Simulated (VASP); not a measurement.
A run of VASP 6.6.1:

File INCAR:

```
SYSTEM = ScAl3N4
  PREC = Accurate
  ENCUT = 520
  EDIFF = 1E-7
  ISMEAR = 0
  SIGMA = 0.02
  LREAL = Auto
  LASPH = .TRUE.
  NELM = 80
  ALGO = Normal
  ISIF = 2
  LWAVE = .FALSE.
  LCHARG = .FALSE.
  GGA = PS
  NBANDS = 54
```

KPOINTS

```
regular mesh
0
G
  6 4 4
  0 0 0
```

Contents of POSCAR:

```
ScAl3N4
1.0
    0.0000000000      0.0000000000     -4.9972881309
    3.2375998688      5.6076874673      0.0000000000
    3.2091220111     -5.5912457686      0.0000000000
Sc Al N
2 6 8
Direct
    0.0114965606      0.1612319657      0.3224639313
    0.5114965606      0.3387680343      0.6775360687
    0.0024356136      0.1640122823      0.8349409955
    0.0056802040      0.6652805802      0.3305611603
    0.0024356136      0.6709287132      0.8349409955
    0.5024356136      0.3359877177      0.1650590045
    0.5056802040      0.8347194198      0.6694388397
    0.5024356136      0.8290712868      0.1650590045
    0.5877722778      0.1589719982      0.3179439963
    0.6246618165      0.1546791637      0.8450853218
    0.6208560973      0.6675725654      0.3351451307
    0.6246618165      0.6904061581      0.8450853218
    0.0877722778      0.3410280018      0.6820560037
    0.1246618165      0.3453208363      0.1549146782
    0.1208560973      0.8324274346      0.6648548693
    0.1246618165      0.8095938419      0.1549146782
```

Potentials or basis: VASP PAW PBE potentials, release 64 (Sc_sv, Al, N).

The run is started by

```sh
$ cat potpaw_PBE.64/Sc_sv/POTCAR potpaw_PBE.64/Al/POTCAR potpaw_PBE.64/N/POTCAR > POTCAR
$ mpirun -np 1 vasp_std > vasp.out
```

Hardware: 1 thread of AMD EPYC 7R13, on a shared host.

Q: Estimate the wall time of this run.

A: Wall time 19 min on 1 thread of AMD EPYC 7R13 (shared host), peak memory 0.35 GiB. Counts: scf iterations 17, k points 28.
